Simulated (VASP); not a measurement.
Input of a VASP 6.6.1 run:

File INCAR:

```
ALGO = Normal
EDIFF = 1E-6
ENCUT = 520
GGA = PS
ISIF = 2
ISMEAR = 0
ISPIN = 2
LASPH = T
LCHARG = F
LMAXMIX = 4
LORBIT = 11
LREAL = F
LWAVE = F
MAGMOM = 2
NBANDS = 15
NELM = 150
PREC = Accurate
SIGMA = 0.1
```

KPOINTS

```
k-points
0
Gamma
  8 8 8
```

POSCAR

```
Ni
1.0
    0.0000000000      1.7619350000      1.7619350000
    1.7619350000      0.0000000000      1.7619350000
    1.7619350000      1.7619350000      0.0000000000
Ni
1
Direct
    0.0000000000      0.0000000000      0.0000000000
```

Potentials or basis: VASP PAW PBE potentials, release 64 (Ni).

Command:

```console
$ cat potpaw_PBE.64/Ni/POTCAR > POTCAR
$ mpirun -np 1 vasp_std > vasp.out
```

Task: Estimate the net moment.

Result: 0.70 μB per cell.

Task: What does it give for the site moments?

Result: Ni +0.71 μB.

Task: Estimate the pressure.

Result: -10.2 GPa.

Caveat: the k points lie up to 0.39 Å⁻¹ apart; the PAW data sets were made with another functional, which shifts forces and pressure a little.
